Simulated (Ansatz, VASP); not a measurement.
**Two plane-wave programs on HgW**

```
Hg W
1.0
     0.00000    2.74768    2.74768
     2.74768    0.00000    2.74768
     2.74768    2.74768    0.00000
Hg W
1 1
Direct
  0.00000 0.00000 0.00000
  0.50000 0.50000 0.50000
```

Alike in both runs: functional PBE; k mesh 18 × 18 × 18; occupations gaussian, width 0.1 eV; no spin polarisation.

Ansatz relaxed the structure, and its values are those at the end. VASP's run is a single point on that final structure, the one shown.

|  | VASP | Ansatz |
| --- | --- | --- |
| version | VASP 6.6.1 | Ansatz 0.2.0 |
| potentials or method | VASP PAW PBE potentials, release 64 (Hg, W_sv), cutoff 520 eV | scalar-relativistic, plane waves, PAW |
| valence electrons in the cell | 26 | 34 |

|  | VASP | Ansatz | Ansatz less VASP |
| --- | --- | --- | --- |
| gap on the k mesh at the Fermi level (eV) | none | none | - |
| pressure (GPa) | 0.7 | 0.0 | -0.70 |

A gap of «none» marks a metal or a gap that the smearing closes. VASP's potentials hold 26 valence electrons a cell and Ansatz's 34, so a difference there can come from the potentials and not from the codes.

Neither program's run includes spin-orbit coupling.
